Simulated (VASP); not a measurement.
Wanted: the native input for a VASP 6.6.1 run.

| Item | Value |
| --- | --- |
| Task | single point |
| Functional | PBE |
| Potentials or basis | VASP PAW PBE potentials, release 64 (Ta_sv_GW, N) |
| Cutoff | 600 eV |
| k mesh | 11 × 11 × 11 |
| Occupations | fermi-dirac, width 0.05 eV |
| Spin | no spin polarisation |
| Dipole correction | no |
| Second run | valence_matched |
| Further INCAR settings | ALGO = Normal; EDIFF = 1e-06; NBANDS = 16 |

The structure of TaN lies in POSCAR:

```
TaN
1.0
    0.0000000000      2.1790000000      2.1790000000
    2.1790000000      0.0000000000      2.1790000000
    2.1790000000      2.1790000000      0.0000000000
Ta N
1 1
Direct
    0.5000000000      0.5000000000      0.5000000000
    0.0000000000      0.0000000000      0.0000000000
```

These files were run (other wordings do the same):

INCAR

```
SYSTEM = TaN
ALGO     = Normal         ! electronic algorithm
EDIFF    = 1E-6           ! SCF threshold, eV
ENCUT    = 600            ! plane-wave cutoff, eV
GGA      = PE             ! functional
GGA_COMPAT= .FALSE.      
ISIF     = 2              ! what is computed and relaxed
ISMEAR   = -1             ! smearing method
LASPH    = .TRUE.         ! aspherical terms in the spheres
LCHARG   = .FALSE.        ! write CHGCAR
LREAL    = .FALSE.        ! projectors in reciprocal space
LWAVE    = .FALSE.        ! write WAVECAR
NBANDS   = 16             ! bands
NELM     = 120            ! most SCF steps
PREC     = Accurate       ! precision mode
SIGMA    = 0.05           ! smearing width, eV
```

KPOINTS

```
k-points
0
G
  11 11 11
  0 0 0
```

Potentials or basis: VASP PAW PBE potentials, release 64 (Ta_sv_GW, N).

Command:

```console
$ cat potpaw_PBE.64/Ta_sv_GW/POTCAR potpaw_PBE.64/N/POTCAR > POTCAR
$ mpirun -np 1 vasp_std > vasp.out
```

It gave:

The pressure is 14.7 GPa and the band gap on the k mesh is zero (band 9 reaches 15.98 eV, above the bottom of band 10 at 12.07 eV).

Caveat: spin-orbit coupling is left out, which moves the levels of the heavy elements.

Wall time 13 s on 1 thread of Intel(R) Xeon(R) 6975P-C (Granite Rapids) (shared host), peak memory 0.18 GiB.
